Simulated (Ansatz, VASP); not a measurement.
# Two plane-wave programs on Re

```
Re
1.0
     2.77654    0.00000    0.00000
    -1.38827    2.40456    0.00000
     0.00000    0.00000    8.93129
Re
4
Cartesian
  2.7765 0.0000 8.9313
  2.7765 0.0000 4.4656
  0.0000 1.6030 2.2328
  1.3883 0.8015 6.6985
```

Alike in both runs: task single point; functional BLYP; k mesh 14 × 14 × 4; occupations fermi-dirac, width 0.1 eV; no spin polarisation.

|  | VASP | Ansatz |
| --- | --- | --- |
| version | VASP 6.6.1 | Ansatz 0.2.0 |
| potentials or method | VASP PAW PBE potentials, release 64 (Re), cutoff 520 eV | plane waves (420 eV) with PAW, scalar-relativistic |
| valence electrons in the cell | 28 | 60 |

Ansatz gave:

```
pressure (GPa) : 14.5
```

Question: What did VASP give for the same quantities?

Answer: Pressure (GPa): 16.8.

VASP's potentials were made for PBE, not for BLYP. VASP's potentials hold 28 valence electrons a cell and Ansatz's 60, so a difference there can come from the potentials and not from the codes.

Neither program's run includes spin-orbit coupling.
